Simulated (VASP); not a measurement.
# Fe (I4/mmm) in VASP: further runs

Runs on Fe. Level: PBE. Tasks: single point.

Program: VASP 6.6.1. These are calculated values, not measurements. Logs are shortened: lines on timing, memory, paths and dates and some standing lists are left out, and cuts for length are marked.

### Step 1. The cell of the first run

Symmetry: I4/mmm, No. 139, tetragonal system. The conventional cell has a = 2.704 Å, b = 2.704 Å, c = 2.908 Å, α = 90.00°, β = 90.00°, γ = 90.00°. Within 3.2 Å of Fe (site symmetry 4/mmm) lie 14 Fe at 2.40 to 2.91 Å.

### Step 2. Single point, PBE, collinear spin, ferromagnetic start (biaxial strain in the a-b plane: -4.5 %)

Input file INCAR:

```
SYSTEM = Fe
  PREC = Accurate
  ENCUT = 520
  EDIFF = 1E-6
  ISMEAR = 0
  SIGMA = 0.1
  LREAL = .False.
  LASPH = .True.
  NELM = 150
  ALGO = Normal
  ISIF = 2
  LWAVE = .False.
  LCHARG = .False.
  ISPIN = 2
  MAGMOM = 2.44 2.44
  LORBIT = 11
  LMAXMIX = 4
  GGA = PE
  NBANDS = 19
```

Input file KPOINTS:

```
Automatic mesh
0
Gamma
  14 14 14
  0 0 0
```

Input file POSCAR:

```
Fe
1.0
    2.7042604348      0.0000000000      0.0000000000
    0.0000000000      2.7042604348      0.0000000000
    0.0000000000      0.0000000000      2.9081418498
Fe
2
Direct
    0.0000000000      0.0000000000      0.0000000000
    0.5000000000      0.5000000000      0.5000000000
```

Potentials or basis: VASP PAW PBE potentials, release 64 (Fe).

On the command line:

```bash
cat potpaw_PBE.64/Fe/POTCAR > POTCAR
mpirun -np 1 vasp_std > vasp.out
```

OUTCAR:

```text
SYSTEM = Fe
   PREC = Accurate
   ENCUT = 520
   EDIFF = 1E-6
   ISMEAR = 0
   LREAL = .False.
   LASPH = .True.
   NELM = 150
   ISIF = 2
   ISPIN = 2
   LORBIT = 11
   GGA = PE

 ion  position               nearest neighbor table
   1  0.000  0.000  0.000-   2 2.40   2 2.40   2 2.40   2 2.40   2 2.40   2 2.40   2 2.40   2 2.40

   2  0.500  0.500  0.500-   1 2.40   1 2.40   1 2.40   1 2.40   1 2.40   1 2.40   1 2.40   1 2.40

  LATTYP: Found a simple tetragonal cell.
 ALAT       =     2.7042604348
 C/A-ratio  =     1.0753926702

  Lattice vectors:

 A1 = (   2.7042604348,   0.0000000000,   0.0000000000)
 A2 = (   0.0000000000,   2.7042604348,   0.0000000000)
 A3 = (   0.0000000000,   0.0000000000,   2.9081418498)

Analysis of symmetry for initial positions (statically):
=====================================================================
 Subroutine PRICEL returns following result:

  LATTYP: Found a body centered tetragonal cell.
 ALAT       =     2.7042604348
 C/A-ratio  =     1.0753926702

  Lattice vectors:

 A1 = (  -1.3521302174,  -1.3521302174,  -1.4540709249)
 A2 = (   1.3521302174,   1.3521302174,  -1.4540709249)
 A3 = (   1.3521302174,  -1.3521302174,   1.4540709249)

   2 primitive cells build up your supercell.

 Routine SETGRP: Setting up the symmetry group for a
 simple tetragonal supercell.

 Subroutine GETGRP returns: Found 16 space group operations
 (whereof 16 operations were pure point group operations)
 out of a pool of 16 trial point group operations.

The static configuration has the point symmetry D_4h.

Analysis of symmetry for dynamics (positions and initial velocities):
=====================================================================
 Subroutine PRICEL returns following result:

  LATTYP: Found a body centered tetragonal cell.
 ALAT       =     2.7042604348
 C/A-ratio  =     1.0753926702

  Lattice vectors:

 A1 = (  -1.3521302174,  -1.3521302174,  -1.4540709249)
 A2 = (   1.3521302174,   1.3521302174,  -1.4540709249)
 A3 = (   1.3521302174,  -1.3521302174,   1.4540709249)

   2 primitive cells build up your supercell.

 Routine SETGRP: Setting up the symmetry group for a
 simple tetragonal supercell.

 Subroutine GETGRP returns: Found 16 space group operations
 (whereof 16 operations were pure point group operations)
 out of a pool of 16 trial point group operations.

The dynamic configuration has the point symmetry D_4h.

Analysis of structural, dynamic, and magnetic symmetry:
=====================================================================
 Subroutine PRICEL returns following result:

  LATTYP: Found a body centered tetragonal cell.
 ALAT       =     2.7042604348
 C/A-ratio  =     1.0753926702

  Lattice vectors:

 A1 = (  -1.3521302174,  -1.3521302174,  -1.4540709249)
 A2 = (   1.3521302174,   1.3521302174,  -1.4540709249)
 A3 = (   1.3521302174,  -1.3521302174,   1.4540709249)

   2 primitive cells build up your supercell.

 Routine SETGRP: Setting up the symmetry group for a
 simple tetragonal supercell.

 Subroutine GETGRP returns: Found 16 space group operations
 (whereof 16 operations were pure point group operations)
 out of a pool of 16 trial point group operations.

The overall configuration has the point symmetry D_4h.

 Subroutine INISYM returns: Found 16 space group operations
 (whereof 16 operations are pure point group operations),
 and found     2 'primitive' translations

----------------------------------------------------------------------------------------

                                     Primitive cell

  volume of cell :      10.6337

  direct lattice vectors                    reciprocal lattice vectors
    -1.352130217 -1.352130217 -1.454070925     0.000000000 -0.369786869 -0.343862181
     1.352130217  1.352130217 -1.454070925     0.369786869  0.000000000 -0.343862181
     1.352130217 -1.352130217  1.454070925     0.369786869 -0.369786869  0.000000000

  length of vectors
     2.402256128  2.402256128  2.402256128     0.504958937  0.504958937  0.522957606

  position of ions in fractional coordinates (direct lattice)
     0.000000000  0.000000000  0.000000000

  ion indices of the primitive-cell ions
   primitive index   ion index
                 1           1

----------------------------------------------------------------------------------------

 KPOINTS: Automatic mesh

Automatic generation of k-mesh.
 Grid dimensions read from file:
 generate k-points for:   14   14   14

 Generating k-lattice:

  Cartesian coordinates                     Fractional coordinates (reciprocal lattice)
     0.026413348  0.000000000  0.000000000     0.071428571  0.000000000  0.000000000
     0.000000000  0.026413348  0.000000000     0.000000000  0.071428571  0.000000000
     0.000000000  0.000000000  0.024561584     0.000000000  0.000000000  0.071428571

  Length of vectors
     0.026413348  0.026413348  0.024561584

  Shift w.r.t. Gamma in fractional coordinates (k-lattice)
     0.000000000  0.000000000  0.000000000

 Subroutine IBZKPT returns following result:
 ===========================================

 Found    288 irreducible k-points:

 Following reciprocal coordinates:
            Coordinates               Weight
  0.000000  0.000000  0.000000      1.000000
  0.071429  0.000000  0.000000      4.000000
  0.142857  0.000000  0.000000      4.000000
  0.214286  0.000000  0.000000      4.000000
  0.285714  0.000000  0.000000      4.000000
  0.357143  0.000000  0.000000      4.000000
[... 16 lines left out ...]
  0.285714  0.214286  0.000000      8.000000
  0.357143  0.214286  0.000000      8.000000
 [... further k-points ...]
   k-points           NKPTS =    288   k-points in BZ     NKDIM =    288   number of bands    NBANDS=     19
   number of dos      NEDOS =    301   number of ions     NIONS =      2
   total plane-waves  NPLWV =   9600
   dimension x,y,z NGX =    20 NGY =   20 NGZ =   24
   dimension x,y,z NGXF=    40 NGYF=   40 NGZF=   48
   ions per type =               2
   NGX,Y,Z   is equivalent  to a cutoff of  12.30, 12.30, 13.72 a.u.
   NGXF,Y,Z  is equivalent  to a cutoff of  24.59, 24.59, 27.44 a.u.
 SYSTEM =  Fe
   PREC   = accura    normal or accurate (medium, high low for compatibility)
   ISTART =      0    job   : 0-new  1-cont  2-samecut
   ICHARG =      2    charge: 1-file 2-atom 10-const
   ISPIN  =      2    spin polarized calculation?
   LNONCOLLINEAR =      F non collinear calculations
   LSORBIT =      F    spin-orbit coupling
   LASPH  =      T    aspherical Exc in radial PAW
   ENCUT  =  520.0 eV  38.22 Ry    6.18 a.u.   5.03  5.03  5.41*2*pi/ulx,y,z
   NELM   =    150;   NELMIN=  2; NELMDL= -5     # of ELM steps
   EDIFF  = 0.1E-05   stopping-criterion for ELM
   LREAL  =      F    real-space projection
   EDIFFG = 0.1E-04   stopping-criterion for IOM
   NSW    =      0    number of steps for IOM
   IBRION =     -1    ionic relax: 0-MD 1-quasi-New 2-CG
   NFREE  =      0    steps in history (QN), initial steepest desc. (CG)
   ISIF   =      2    stress and relaxation
   ISYM   =      2    0-nonsym 1-usesym 2-fastsym
   POTIM  = 0.5000    time-step for ionic-motion
   TEBEG  =    0.0;   TEEND  =   0.0 temperature during run
   PSTRESS=    0.0 pullay stress
   NELECT =      16.0000    total number of electrons
   NUPDOWN=      -1.0000    fix difference up-down
   EMIN   =  10.00;   EMAX   =-10.00  energy-range for DOS
   EFERMI =   0.00;   METHOD = LEGACY
   ISMEAR =     0;   SIGMA  =   0.10  broadening in eV -4-tet -1-fermi 0-gaus
   EFERMI_NEDOS =   21; number of points for ismear=-14 and -15
   IALGO  =     38    algorithm
   IMIX   =      4    mixing-type and parameters
     AMIX     =   0.40;   BMIX     =  1.00
     AMIX_MAG =   1.60;   BMIX_MAG =  1.00
  volume/ion in A,a.u.               =      10.63        71.76
  Fermi-wavevector in a.u.,A,eV,Ry     =   1.488940  2.813689 30.163344  2.216943
  Thomas-Fermi vector in A             =   2.601912
   LORBIT       =     11    0 simple, 1 ext, 2 COOP (PROOUT), +10 PAW based schemes
   GGA     = PE    functional components
   LHFCALC =     F    Hartree Fock is set to
   AEXX    =    0.0000 exact exchange contribution
   IVDW    =     0    specifies the selected vdW correction
   LEPSILON=     F    determine dielectric tensor
   LRPA    =     F    only Hartree local field effects (RPA)
 spin polarized calculation
 Gauss-broadening in eV      SIGMA  =   0.10
  energy-cutoff  :      520.00
  volume of cell :       21.27
 maximum number of plane-waves:       590
   NGX = 11   NGY = 11   NGZ = 11

 number of electron      15.9999996 magnetization       4.1844577

 Free energy of the ion-electron system (eV)
  ---------------------------------------------------
  ext. energy  EPLUGINS =         0.00000000
  ---------------------------------------------------
  free energy    TOTEN  =       -16.39602584 eV

  energy without entropy =      -16.38661921  energy(sigma->0) =      -16.39132252

 E-fermi :   6.5736     XC(G=0): -13.4970

 val. band max:        6.5732530775   @ k =   0.2857   0.0714   0.4286
 cond. band min:       6.5743007256   @ k =   0.1429   0.0714   0.2857
 fundamental gap:      0.0010476480
 Fermi energy:         6.5735998278

 spin component 1

 k-point     1 :       0.0000    0.0000    0.0000
  band No.  band energies     occupation
      1      -2.3049      1.00000
      2       1.1832      1.00000
      3       1.3807      1.00000
      4       4.0029      1.00000
      5       4.0029      1.00000
      6       4.3973      1.00000
[... 11 lines left out ...]
     18      31.1641      0.00000
     19      32.7231      0.00000
[... 489 lines left out ...]
      3       3.0288      1.00000
      4       3.2267      1.00000
      5       3.8972      1.00000
      6       4.0165      1.00000
[... 11 lines left out ...]
     18      27.4580      0.00000
     19      32.3128      0.00000

 [... further k-points ...]

 spin component 2

 k-point     1 :       0.0000    0.0000    0.0000
  band No.  band energies     occupation
      1      -2.1116      1.00000
      2       2.9381      1.00000
      3       3.1346      1.00000
      4       5.7457      1.00000
      5       5.7457      1.00000
      6       6.3076      0.99992
[... 11 lines left out ...]
     18      30.9356      0.00000
     19      32.5615      0.00000
[... 489 lines left out ...]
      3       4.7224      1.00000
      4       4.8257      1.00000
      5       5.5015      1.00000
      6       5.7098      1.00000
[... 11 lines left out ...]
     18      28.0523      0.00000
     19      32.6831      0.00000

 [... further k-points ...]
[... 5 lines left out ...]
  --------------------------------------------------------------------------------------
  -------------------------------------------------------------------------------------
  Total        2.4788690      2.4788690      1.0863833      0.0000000      0.0000000     -0.0000000
  in kB      186.7460998    186.7460998     81.8429060      0.0000000      0.0000000     -0.0000000
  external PRESSURE =     151.7783685 kB  Pullay stress =       0.0000000 kB

 VOLUME and BASIS-vectors are now :
 -----------------------------------------------------------------------------
  energy-cutoff  :      520.00
  volume of cell :       21.27
      direct lattice vectors                 reciprocal lattice vectors
     2.704260435  0.000000000  0.000000000     0.369786869  0.000000000  0.000000000
     0.000000000  2.704260435  0.000000000     0.000000000  0.369786869  0.000000000
     0.000000000  0.000000000  2.908141850     0.000000000  0.000000000  0.343862181

 POSITION                                       TOTAL-FORCE (eV/Angst)
 -----------------------------------------------------------------------------------
      0.00000      0.00000      0.00000        -0.000000     -0.000000      0.000000
      1.35213      1.35213      1.45407         0.000000      0.000000     -0.000000
 -----------------------------------------------------------------------------------
    total drift:                               -0.000000      0.000000      0.000000

  FREE ENERGIE OF THE ION-ELECTRON SYSTEM (eV)
  ---------------------------------------------------
  free  energy   TOTEN  =       -16.3960258390 eV

  energy  without entropy=      -16.3866192076  energy(sigma->0) =      -16.39132252

 total charge

# of ion       s       p       d       tot
------------------------------------------
    1        0.519   0.604   6.292   7.415
    2        0.519   0.604   6.292   7.415
--------------------------------------------------
tot          1.037   1.209  12.585  14.831

 magnetization (x)

# of ion       s       p       d       tot
------------------------------------------
    1       -0.012  -0.053   2.141   2.076
    2       -0.012  -0.053   2.141   2.076
--------------------------------------------------
tot         -0.024  -0.106   4.282   4.152
```

It took 65 s on 1 thread of Intel Xeon 6975P-C (Granite Rapids), shared host; peak memory 0.26 GiB.

What came out:

| Property | Result |
| --- | --- |
| Free energy | -16.3960 eV |
| Pressure | 15.2 GPa |
| Net moment | 4.18 μB per cell |
| Site moments | Fe +2.08 μB |
| Valence electrons inside the program's atomic spheres | Fe 7.42 |

Levels at points of the mesh, in eV from the Fermi level:
Spin up:
```csv
k point,band 6,band 7,band 8,band 9,band 10,band 11,band 12,band 13,band 14,band 15
"(0.00, 0.00, 0.00)",-2.18,-1.35,-0.97,0.10,0.27,0.27,8.50,11.37,11.37,15.32
"(0.50, 0.00, 0.00)",-2.24,-1.91,-1.91,-1.18,-1.18,0.62,0.62,16.55,16.55,17.54
"(0.50, 0.50, 0.00)",-0.77,-0.71,-0.71,0.57,0.57,0.90,0.90,8.48,8.48,17.91
"(0.00, 0.00, 0.50)",-1.80,-1.80,-1.80,-1.07,-1.07,-0.26,-0.26,18.28,18.28,18.28
"(0.50, 0.00, 0.50)",-1.39,-0.79,-0.79,0.26,0.26,0.45,0.45,7.70,7.70,19.44
"(0.50, 0.50, 0.50)",-3.40,-1.03,-1.03,-0.69,-0.69,8.93,8.93,8.93,8.93,9.41
```
Spin down:
```tsv
k point	band 2	band 3	band 4	band 5	band 6	band 7	band 8	band 9	band 10	band 11
(0.00, 0.00, 0.00)	-3.64	-3.44	-0.83	-0.83	-0.27	1.22	1.80	2.24	2.29	2.29
(0.50, 0.00, 0.00)	-4.18	-1.05	-1.05	-0.60	-0.60	-0.08	-0.08	0.69	0.69	2.87
(0.50, 0.50, 0.00)	-4.09	-2.49	-2.49	1.07	1.07	1.79	1.79	1.99	1.99	2.62
(0.00, 0.00, 0.50)	-4.66	-1.26	-1.26	-0.07	-0.07	-0.07	-0.07	0.94	0.94	2.07
(0.50, 0.00, 0.50)	-4.11	-1.82	-1.82	0.40	0.40	1.08	1.08	1.87	1.87	2.56
(0.50, 0.50, 0.50)	-2.34	-2.11	-2.11	-2.11	-2.11	1.76	1.76	2.02	2.02	9.79
```

Caveat: the cell differs from its parent crystal (biaxial strain in the a-b plane: -4.5 %); the stress differs along the axes, from 8 to 19 GPa.

[end of part 1 of 2]
